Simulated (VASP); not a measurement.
## HfN: single point with r2SCAN

HfN:

```
CELL_PARAMETERS angstrom
0.00000 2.25844 2.65121
2.25844 0.00000 2.65121
2.25844 2.25844 0.00000
ATOMIC_POSITIONS crystal
Hf 0.00000 0.00000 0.00000
N 0.75000 0.75000 0.75000
```

This cell differs from its parent crystal: strain -0.080 along x and y, +0.080 along z.

```
Program                : VASP 6.6.1
Task                   : single point
Functional             : r2SCAN
Potentials or basis    : VASP PAW PBE potentials, release 64 (Hf_pv, N)
Cutoff                 : 520 eV
k mesh                 : 16 × 16 × 16
Occupations            : gaussian, width 0.15 eV
Spin                   : no spin polarisation
Dipole correction      : no
Further INCAR settings : ALGO = Normal; EDIFF = 1e-07; NBANDS = 14
```

```json
{
 "Pressure": "15.6 GPa",
 "Band gap on the k mesh": "zero (an odd number of electrons rules out a gap without spin polarisation)"
}
```

Stress tensor (GPa, compression positive):
```
25.51  0.00  0.00
 0.00 25.51  0.00
 0.00  0.00 -4.10
```

Levels at points of the mesh, in eV from the Fermi level:
```tsv
k point	band 4	band 5	band 6	band 7	band 8	band 9	band 10	band 11	band 12	band 13
(0.00, 0.00, 0.00)	-17.70	-6.46	-5.88	-5.88	-0.79	1.72	3.76	5.29	8.32	8.32
(0.50, 0.00, 0.00)	-16.41	-6.34	-5.96	-4.95	1.35	3.03	3.75	4.50	6.06	6.78
(0.50, 0.50, 0.00)	-15.82	-7.87	-3.64	-3.64	-2.02	2.11	4.94	5.10	5.10	9.85
(0.50, 0.00, 0.50)	-16.03	-7.59	-4.56	-4.02	-0.88	1.81	5.14	5.70	5.80	11.55
```

It took 5.7 min on 1 thread of Intel(R) Xeon(R) Platinum 8488C (Sapphire Rapids) (shared host), peak memory 0.27 GiB.

Caveat: the cell differs from its parent crystal (strain -0.080 along x and y, +0.080 along z); the stress differs along the axes, from -4 to 26 GPa; the PAW data sets were made with another functional, which shifts forces and pressure a little; spin-orbit coupling is left out, which moves the levels of the heavy elements.
